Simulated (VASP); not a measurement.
# As2Se (I4_1/amd) in VASP: notebook

As2Se is run at these levels: PBEsol; tasks: relaxation of shape and atoms at fixed volume, single point.

Everything below comes from runs of VASP 6.6.1. Logs are shortened: lines on timing, memory, paths and dates and some standing lists are left out, and cuts for length are marked.

### 1 The cell of the first run

The structure is tetragonal, space group I4_1/amd (No. 141). The conventional cell has a = 6.769 Å, b = 6.769 Å, c = 5.169 Å, α = 90.00°, β = 90.00°, γ = 90.00°. Within 3.4 Å of As (site symmetry 2/m) lie 2 Se at 2.57 Å and 6 As at 2.72 to 3.38 Å. Within 3.4 Å of Se (site symmetry -4m2) lie 4 As at 2.57 Å.

### 2 Relaxation of shape and atoms at fixed volume, PBEsol (volume scaled by 0.94)

INCAR

```
SYSTEM = As2Se
PREC     = Accurate       ! precision mode
ENCUT    = 600            ! plane-wave cutoff, eV
EDIFF    = 1E-7           ! SCF threshold, eV
ISMEAR   = 0              ! smearing method
SIGMA    = 0.1            ! smearing width, eV
LREAL    = .False.        ! projectors in reciprocal space
LASPH    = .True.         ! aspherical terms in the spheres
NELM     = 100            ! most SCF steps
ALGO     = Normal         ! electronic algorithm
ISIF     = 4              ! what is computed and relaxed
LWAVE    = .False.        ! write WAVECAR
LCHARG   = .False.        ! write CHGCAR
GGA      = PS             ! functional
IBRION   = 2              ! ionic algorithm
NSW      = 50             ! ionic steps
EDIFFG   = -0.01          ! ionic threshold
```

KPOINTS

```
Automatic mesh
0
Gamma
  8 8 8
  0 0 0
```

POSCAR

```
As2Se
1.0
   -3.3845928298      3.3845928298      2.5843407061
    3.3845928298     -3.3845928298      2.5843407061
    3.3845928298      3.3845928298     -2.5843407061
As Se
4 2
Direct
    0.8750000000      0.1250000000      0.7500000000
    0.3750000000      0.1250000000      0.2500000000
    0.8750000000      0.6250000000      0.7500000000
    0.8750000000      0.1250000000      0.2500000000
    0.5000000000      0.5000000000      0.0000000000
    0.2500000000      0.7500000000      0.5000000000
```

Potentials or basis: VASP PAW PBE potentials, release 64 (As, Se).

Run with:

```bash
$ cat potpaw_PBE.64/As/POTCAR potpaw_PBE.64/Se/POTCAR > POTCAR
$ mpirun -np 1 vasp_std > vasp.out
```

OUTCAR:

```text
SYSTEM = As2Se
   PREC = Accurate
   ENCUT = 600
   EDIFF = 1E-7
   ISMEAR = 0
   LREAL = .False.
   LASPH = .True.
   NELM = 100
   ISIF = 4
   GGA = PS
   IBRION = 2
   NSW = 50
   EDIFFG = -0.01

 ion  position               nearest neighbor table
   1  0.875  0.125  0.750-   5 2.57   6 2.57   4 2.72   4 2.72   3 2.72   3 2.72
   2  0.375  0.125  0.250-   5 2.57   6 2.57   3 2.72   4 2.72   4 2.72   3 2.72
   3  0.875  0.625  0.750-   5 2.57   6 2.57   1 2.72   2 2.72   1 2.72   2 2.72
   4  0.875  0.125  0.250-   6 2.57   5 2.57   2 2.72   1 2.72   1 2.72   2 2.72
   5  0.500  0.500  0.000-   4 2.57   2 2.57   3 2.57   1 2.57
   6  0.250  0.750  0.500-   1 2.57   2 2.57   3 2.57   4 2.57

  LATTYP: Found a body centered tetragonal cell.
 ALAT       =     6.7691856596
 C/A-ratio  =     0.7635602969

  Lattice vectors:

 A1 = (  -3.3845928298,   3.3845928298,   2.5843407061)
 A2 = (   3.3845928298,  -3.3845928298,   2.5843407061)
 A3 = (   3.3845928298,   3.3845928298,  -2.5843407061)

Analysis of symmetry for initial positions (statically):
=====================================================================
 Subroutine PRICEL returns:
 Original cell was already a primitive cell.

 Routine SETGRP: Setting up the symmetry group for a
 body centered tetragonal supercell.

 Subroutine GETGRP returns: Found 16 space group operations
 (whereof  8 operations were pure point group operations)
 out of a pool of 16 trial point group operations.

The static configuration has the point symmetry D_2d.
 The point group associated with its full space group is D_4h.

Analysis of symmetry for dynamics (positions and initial velocities):
=====================================================================
 Subroutine PRICEL returns:
 Original cell was already a primitive cell.

 Routine SETGRP: Setting up the symmetry group for a
 body centered tetragonal supercell.

 Subroutine GETGRP returns: Found 16 space group operations
 (whereof  8 operations were pure point group operations)
 out of a pool of 16 trial point group operations.

The dynamic configuration has the point symmetry D_2d.
 The point group associated with its full space group is D_4h.

 Subroutine INISYM returns: Found 16 space group operations
 (whereof  8 operations are pure point group operations),
 and found     1 'primitive' translations

----------------------------------------------------------------------------------------

                                     Primitive cell

  volume of cell :     118.4193

  direct lattice vectors                    reciprocal lattice vectors
    -3.384592830  3.384592830  2.584340706     0.000000000  0.147728257  0.193472942
     3.384592830 -3.384592830  2.584340706     0.147728257  0.000000000  0.193472942
     3.384592830  3.384592830 -2.584340706     0.147728257  0.147728257  0.000000000

  length of vectors
     5.439646508  5.439646508  5.439646508     0.243424356  0.243424356  0.208919305

  position of ions in fractional coordinates (direct lattice)
     0.875000000  0.125000000  0.750000000
     0.375000000  0.125000000  0.250000000
     0.875000000  0.625000000  0.750000000
     0.875000000  0.125000000  0.250000000
     0.500000000  0.500000000  0.000000000
     0.250000000  0.750000000  0.500000000

  ion indices of the primitive-cell ions
   primitive index   ion index
                 1           1
                 2           2
                 3           3
                 4           4
                 5           5
                 6           6

----------------------------------------------------------------------------------------

 KPOINTS: Automatic mesh

Automatic generation of k-mesh.
 Grid dimensions read from file:
 generate k-points for:    8    8    8

 Generating k-lattice:

  Cartesian coordinates                     Fractional coordinates (reciprocal lattice)
     0.000000000  0.018466032  0.024184118     0.125000000  0.000000000  0.000000000
     0.018466032  0.000000000  0.024184118     0.000000000  0.125000000  0.000000000
     0.018466032  0.018466032  0.000000000     0.000000000  0.000000000  0.125000000

  Length of vectors
     0.030428045  0.030428045  0.026114913

  Shift w.r.t. Gamma in fractional coordinates (k-lattice)
     0.000000000  0.000000000  0.000000000

 Subroutine IBZKPT returns following result:
 ===========================================

 Found     59 irreducible k-points:

 Following reciprocal coordinates:
            Coordinates               Weight
  0.000000  0.000000  0.000000      1.000000
  0.125000  0.000000  0.000000      8.000000
  0.250000  0.000000  0.000000      8.000000
  0.375000  0.000000  0.000000      8.000000
  0.500000  0.000000  0.000000      4.000000
  0.125000  0.125000  0.000000      8.000000
[... 16 lines left out ...]
  0.250000  0.125000  0.125000     16.000000
  0.375000  0.125000  0.125000      8.000000
 [... further k-points ...]
   k-points           NKPTS =     59   k-points in BZ     NKDIM =     59   number of bands    NBANDS=     20
   number of dos      NEDOS =    301   number of ions     NIONS =      6
   total plane-waves  NPLWV = 110592
   dimension x,y,z NGX =    48 NGY =   48 NGZ =   48
   dimension x,y,z NGXF=    96 NGYF=   96 NGZF=   96
   ions per type =               4   2
   NGX,Y,Z   is equivalent  to a cutoff of  14.67, 14.67, 14.67 a.u.
   NGXF,Y,Z  is equivalent  to a cutoff of  29.34, 29.34, 29.34 a.u.
 SYSTEM =  As2Se
   PREC   = accura    normal or accurate (medium, high low for compatibility)
   ISTART =      0    job   : 0-new  1-cont  2-samecut
   ICHARG =      2    charge: 1-file 2-atom 10-const
   ISPIN  =      1    spin polarized calculation?
   LNONCOLLINEAR =      F non collinear calculations
   LSORBIT =      F    spin-orbit coupling
   LASPH  =      T    aspherical Exc in radial PAW
   ENCUT  =  600.0 eV  44.10 Ry    6.64 a.u.  10.86 10.86 10.86*2*pi/ulx,y,z
   NELM   =    100;   NELMIN=  2; NELMDL= -5     # of ELM steps
   EDIFF  = 0.1E-06   stopping-criterion for ELM
   LREAL  =      F    real-space projection
   EDIFFG = -.1E-01   stopping-criterion for IOM
   NSW    =     50    number of steps for IOM
   IBRION =      2    ionic relax: 0-MD 1-quasi-New 2-CG
   NFREE  =      1    steps in history (QN), initial steepest desc. (CG)
   ISIF   =      4    stress and relaxation
   ISYM   =      2    0-nonsym 1-usesym 2-fastsym
   POTIM  = 0.5000    time-step for ionic-motion
   TEBEG  =    0.0;   TEEND  =   0.0 temperature during run
   PSTRESS=    0.0 pullay stress
   NELECT =      32.0000    total number of electrons
   NUPDOWN=      -1.0000    fix difference up-down
   EMIN   =  10.00;   EMAX   =-10.00  energy-range for DOS
   EFERMI =   0.00;   METHOD = LEGACY
   ISMEAR =     0;   SIGMA  =   0.10  broadening in eV -4-tet -1-fermi 0-gaus
   EFERMI_NEDOS =   21; number of points for ismear=-14 and -15
   IALGO  =     38    algorithm
   IMIX   =      4    mixing-type and parameters
     AMIX     =   0.40;   BMIX     =  1.00
     AMIX_MAG =   1.60;   BMIX_MAG =  1.00
  volume/ion in A,a.u.               =      19.74       133.19
  Fermi-wavevector in a.u.,A,eV,Ry     =   1.058402  2.000090 15.241445  1.120215
  Thomas-Fermi vector in A             =   2.193710
   LORBIT       =      0    0 simple, 1 ext, 2 COOP (PROOUT), +10 PAW based schemes
   GGA     = PS    functional components
   LHFCALC =     F    Hartree Fock is set to
   AEXX    =    0.0000 exact exchange contribution
   IVDW    =     0    specifies the selected vdW correction
   LEPSILON=     F    determine dielectric tensor
   LRPA    =     F    only Hartree local field effects (RPA)
 conjugate gradient relaxation of ions
 non-spin polarized calculation
 Gauss-broadening in eV      SIGMA  =   0.10
  energy-cutoff  :      600.00
  volume of cell :      118.42
 maximum number of plane-waves:      3990
 NGX is ok and might be reduce to    48
   NGX = 21   NGY = 21   NGZ = 21

--------------------------------------- Ionic step        1  -------------------------------------------

 number of electron      32.0000000 magnetization

 Free energy of the ion-electron system (eV)
  ---------------------------------------------------
  ext. energy  EPLUGINS =         0.00000000
  ---------------------------------------------------
  free energy    TOTEN  =       -27.74944836 eV

  energy without entropy =      -27.73875471  energy(sigma->0) =      -27.74410153

------------------------ aborting loop because EDIFF is reached ----------------------------------------

  FORCE on cell =-STRESS in cart. coord.  units (eV):
  Direction    XX          YY          ZZ          XY          YZ          ZX
  --------------------------------------------------------------------------------------
  -------------------------------------------------------------------------------------
  Total        3.9810710      3.9810710      4.7233028      0.0000000      0.0000000      0.0000000
  in kB       53.8626706     53.8626706     63.9048405      0.0000000      0.0000000      0.0000000
  external PRESSURE =      57.2100606 kB  Pullay stress =       0.0000000 kB
[... 65 lines left out ...]
  energy  without entropy=      -27.7408377801  energy(sigma->0) =      -27.74627908

--------------------------------------- Ionic step        3  -------------------------------------------

 number of electron      32.0000000 magnetization

 Free energy of the ion-electron system (eV)
  ---------------------------------------------------
  ext. energy  EPLUGINS =         0.00000000
  ---------------------------------------------------
  free energy    TOTEN  =       -27.75274649 eV

  energy without entropy =      -27.74145453  energy(sigma->0) =      -27.74710051

 E-fermi :   5.9027     XC(G=0): -10.5720

 val. band max:        5.8843295076   @ k =  -0.3750   0.5000   0.1250
 cond. band min:       5.9098661545   @ k =   0.2500   0.2500   0.0000
 fundamental gap:      0.0255366469
 Fermi energy:         5.9026956325

 k-point     1 :       0.0000    0.0000    0.0000
  band No.  band energies     occupation
      1     -10.1150      2.00000
      2      -7.4091      2.00000
      3      -4.7539      2.00000
      4      -4.7476      2.00000
      5      -4.7476      2.00000
      6      -2.9654      2.00000
[... 12 lines left out ...]
     19       9.2489      0.00000
[... 513 lines left out ...]
      4      -6.3829      2.00000
      5      -3.9572      2.00000
      6      -2.1803      2.00000
[... 12 lines left out ...]
     19       8.0340      0.00000
     20       8.4178      0.00000

 [... further k-points ...]
[... 5 lines left out ...]
  --------------------------------------------------------------------------------------
  -------------------------------------------------------------------------------------
  Total        4.0089939      4.0089939      3.9881118      0.0000000      0.0000000      0.0000000
  in kB       54.2404594     54.2404594     53.9579308      0.0000000      0.0000000      0.0000000
  external PRESSURE =      54.1462832 kB  Pullay stress =       0.0000000 kB
[... 21 lines left out ...]
  FREE ENERGIE OF THE ION-ELECTRON SYSTEM (eV)
  ---------------------------------------------------
  free  energy   TOTEN  =       -27.7527464850 eV

  energy  without entropy=      -27.7414545254  energy(sigma->0) =      -27.74710051

 reached required accuracy - stopping structural energy minimisation
```

Wall time 10 min (1 thread of AMD EPYC 7R13, shared host); peak memory 0.41 GiB.

Results:

```
Free energy               : -27.7527 eV
Energy gained by relaxing : 0.5 meV/atom
Ionic steps               : 3
Pressure after relaxing   : 5.4 GPa
Band gap on the k mesh    : zero (band 16 reaches 6.16 eV, above the bottom of band 17 at 5.72 eV)
```

The path:
| step | energy change (eV) | largest force (eV/Å) | pressure (GPa) | volume (Å³) |
| --- | --- | --- | --- | --- |
| 1 | 0.0000 | 0.0000 | 5.72 | 118.42 |
| 2 | -0.0023 | 0.0000 | 5.59 | 118.42 |
| 3 | -0.0033 | 0.0000 | 5.41 | 118.42 |

Final structure:
```
CELL_PARAMETERS angstrom
-3.36865 3.36865 2.60886
3.36865 -3.36865 2.60886
3.36865 3.36865 -2.60886
ATOMIC_POSITIONS crystal
As 0.87500 0.12500 0.75000
As 0.37500 0.12500 0.25000
As 0.87500 0.62500 0.75000
As 0.87500 0.12500 0.25000
Se 0.50000 0.50000 0.00000
Se 0.25000 0.75000 0.50000
```

Caveat: the cell differs from its parent crystal (volume scaled by 0.94); the PAW data sets were made with another functional, which shifts forces and pressure a little.

### 3 Single point, PBEsol

This run uses another cell than the first one, of 21.00 Å³/atom, 1.064 times its volume.

INCAR

```
PREC     = Accurate       # precision mode
ENCUT    = 520            # plane-wave cutoff, eV
EDIFF    = 1E-7           # SCF threshold, eV
ISMEAR   = 0              # smearing method
SIGMA    = 0.15           # smearing width, eV
LREAL    = F              # projectors in reciprocal space
LASPH    = T              # aspherical terms in the spheres
NELM     = 100            # most SCF steps
ALGO     = Normal         # electronic algorithm
ISIF     = 2              # what is computed and relaxed
LWAVE    = F              # write WAVECAR
LCHARG   = F              # write CHGCAR
GGA      = PS             # functional
NBANDS   = 25             # bands
```

KPOINTS

```
regular mesh
0
Gamma
  12 12 12
```

Changes to POSCAR since step 2:

```diff
@@ -2,5 +2,5 @@
 1.0
-   -3.3845928298      3.3845928298      2.5843407061
-    3.3845928298     -3.3845928298      2.5843407061
-    3.3845928298      3.3845928298     -2.5843407061
+   -3.4699915842      3.4699915842      2.6156397691
+    3.4699915842     -3.4699915842      2.6156397691
+    3.4699915842      3.4699915842     -2.6156397691
 As Se
```

Potentials or basis: VASP PAW PBE potentials, release 64 (As, Se).

Run with:

```bash
$ cat potpaw_PBE.64/As/POTCAR potpaw_PBE.64/Se/POTCAR > POTCAR
$ mpirun -np 1 vasp_std > vasp.out
```

Wall time 8.8 min (1 thread of Intel Xeon 6975P-C, shared host); peak memory 0.57 GiB.

Results (log left out):

- Free energy: -27.8953 eV
- Pressure: 0.3 GPa
- Band gap on the k mesh: zero (band 16 reaches 5.55 eV, above the bottom of band 17 at 4.87 eV)

Stress tensor (GPa, compression positive):
```
0.19 0.00 0.00
0.00 0.19 0.00
0.00 0.00 0.62
```

Levels at points of the mesh, in eV from the Fermi level:
```
           k point  band 13  band 14  band 15  band 16  band 17  band 18  band 19  band 20
(0.00, 0.00, 0.00)    -3.04    -2.93    -2.93    -1.06     2.47     3.11     3.11     3.21
(0.50, 0.00, 0.00)    -1.86    -1.55    -0.57    -0.08     0.16     0.46     1.54     2.57
(0.50, 0.50, 0.00)    -1.48    -1.48    -1.26    -1.26    -0.11    -0.11     1.84     1.84
(0.50, 0.50, 0.50)    -0.79    -0.79    -0.40    -0.40     0.36     0.36     0.44     0.44
```

Caveat: the PAW data sets were made with another functional, which shifts forces and pressure a little.

### 4 Relaxation of shape and atoms at fixed volume, PBEsol (volume scaled by 1.06)

INCAR

```
  ALGO = Normal
  EDIFF = 1E-6
  EDIFFG = -0.01
  ENCUT = 600
  GGA = PS
  IBRION = 2
  ISIF = 4
  ISMEAR = 0
  LASPH = T
  LCHARG = F
  LREAL = F
  LWAVE = F
  NELM = 80
  NSW = 50
  PREC = Accurate
  SIGMA = 0.1
```

KPOINTS

```
k-points
0
Gamma
  8 8 8
```

Changes to POSCAR since step 3:

```diff
@@ -2,5 +2,5 @@
 1.0
-   -3.4699915842      3.4699915842      2.6156397691
-    3.4699915842     -3.4699915842      2.6156397691
-    3.4699915842      3.4699915842     -2.6156397691
+   -3.5490697659      3.5490697659      2.6504008787
+    3.5490697659     -3.5490697659      2.6504008787
+    3.5490697659      3.5490697659     -2.6504008787
 As Se
```

Run with:

```bash
$ cat potpaw_PBE.64/As/POTCAR potpaw_PBE.64/Se/POTCAR > POTCAR
$ mpirun -np 1 vasp_std > vasp.out
```

Wall time 9.4 min (1 thread of Oxide Virtual Turin-like, shared host); peak memory 0.41 GiB.

Results (log left out):

* Free energy: -27.7923 eV
* Energy gained by relaxing: 0.2 meV/atom
* Ionic steps: 3
* Pressure after relaxing: -3.7 GPa
* Band gap on the k mesh: zero (band 16 reaches 4.81 eV, above the bottom of band 17 at 4.39 eV)

Stress tensor (GPa, compression positive):
```
-3.71  0.00  0.00
 0.00 -3.71  0.00
 0.00  0.00 -3.81
```

Step by step:
```csv
step,energy change (eV),largest force (eV/Å),pressure (GPa),volume (Å³)
1,0.0000,0.0000,-3.84,133.54
2,-0.0010,0.0000,-3.78,133.54
3,-0.0013,0.0000,-3.74,133.54
```

Final structure:
```
As Se
1.0
    -3.55704    3.55704    2.63853
     3.55704   -3.55704    2.63853
     3.55704    3.55704   -2.63853
As Se
4 2
Direct
  0.87500 0.12500 0.75000
  0.37500 0.12500 0.25000
  0.87500 0.62500 0.75000
  0.87500 0.12500 0.25000
  0.50000 0.50000 0.00000
  0.25000 0.75000 0.50000
```

Levels at points of the mesh, in eV from the Fermi level:
```csv
k point,band 14,band 15,band 16,band 17,band 18,band 19
"(0.00, 0.00, 0.00)",-2.62,-2.62,-1.11,2.33,2.98,2.98
"(0.50, 0.00, 0.00)",-1.44,-0.48,0.03,0.19,0.52,1.44
"(0.50, 0.50, 0.00)",-1.31,-1.15,-1.15,-0.06,-0.06,1.82
"(0.50, 0.50, 0.50)",-0.64,-0.35,-0.35,0.20,0.20,0.41
```

Caveat: the cell differs from its parent crystal (volume scaled by 1.06); the PAW data sets were made with another functional, which shifts forces and pressure a little.

### 5 Summary

```csv
task,cell,k mesh,cutoff (eV),smearing,gap on the mesh (eV),pressure (GPa)
relaxation of shape and atoms at fixed volume,"relaxed from a = 5.440 Å, angles 103.0, 103.0, 123.3°, 6 atoms",8 × 8 × 8,600,gaussian 0.1 eV,none,5.4
single point,"a = 5.561 Å, angles 102.8, 102.8, 123.9°, 6 atoms",12 × 12 × 12,520,gaussian 0.15 eV,none,0.3
relaxation of shape and atoms at fixed volume,"relaxed from a = 5.676 Å, angles 102.6, 102.6, 124.3°, 6 atoms",8 × 8 × 8,600,gaussian 0.1 eV,none,-3.7
```

Alike in all rows: level PBEsol; potentials or basis VASP PAW PBE potentials, release 64 (As, Se); no spin polarisation.

Caveats: the PAW data sets were made with another functional, which shifts forces and pressure a little.

Total energies depend on the potentials used, so only differences within one code and one set of settings carry meaning.
